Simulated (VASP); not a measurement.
**Zn2Si3N: single point with PBE**

Crystal: Zn2Si3N.

```
Zn Si N
1.0
     2.79301    0.00000    0.00000
    -1.39650    2.41882    0.00000
     0.00000    0.00000   11.71312
Zn Si N
2 3 1
Direct
  0.33333 0.66667 0.69491
  0.66667 0.33333 0.30509
  0.33333 0.66667 0.11333
  0.66667 0.33333 0.88667
  0.00000 0.00000 0.50000
  0.00000 0.00000 0.00000
```

The cell was generated, and may not be a known phase.

```
Program                : VASP 6.6.1
Task                   : single point
Functional             : PBE
Potentials or basis    : VASP PAW PBE potentials, release 64 (Zn, Si, N)
Cutoff                 : 520 eV
k mesh                 : 18 × 18 × 4
Occupations            : gaussian, width 0.1 eV
Spin                   : no spin polarisation
Dipole correction      : no
Further INCAR settings : ALGO = Normal; EDIFF = 1e-06; NBANDS = 30
```

The pressure is 0.1 GPa. The largest force is 0.009 eV/Å and the band gap on the k mesh is zero (an odd number of electrons rules out a gap without spin polarisation).

Forces on the atoms (eV/Å):
```
Zn   0.000  0.000 -0.003
Zn   0.000  0.000  0.003
Si   0.000  0.000 -0.009
Si   0.000  0.000  0.009
Si   0.000  0.000  0.000
N    0.000  0.000  0.000
```

Levels at points of the mesh, in eV from the Fermi level:
```csv
k point,band 17,band 18,band 19,band 20,band 21,band 22,band 23,band 24,band 25,band 26
"(0.00, 0.00, 0.00)",-3.73,-2.88,-2.88,1.44,1.89,5.25,7.16,7.16,7.30,9.02
"(0.50, 0.00, 0.00)",-4.60,-3.79,-3.50,-2.70,-1.16,0.26,1.14,2.53,2.55,3.70
"(0.00, 0.00, 0.50)",-2.88,-2.88,-1.73,-1.00,3.74,4.53,7.16,7.16,8.18,9.04
"(0.50, 0.00, 0.50)",-4.60,-4.02,-3.67,-1.64,-1.40,-0.03,0.38,2.68,2.76,4.25
```

It took 2.8 min on 1 thread of Intel(R) Xeon(R) 6975P-C (Granite Rapids), on a shared host, peak memory 0.42 GiB.

Caveat: an odd number of electrons without spin polarisation forces a metal; a magnetic or distorted state may lie lower.
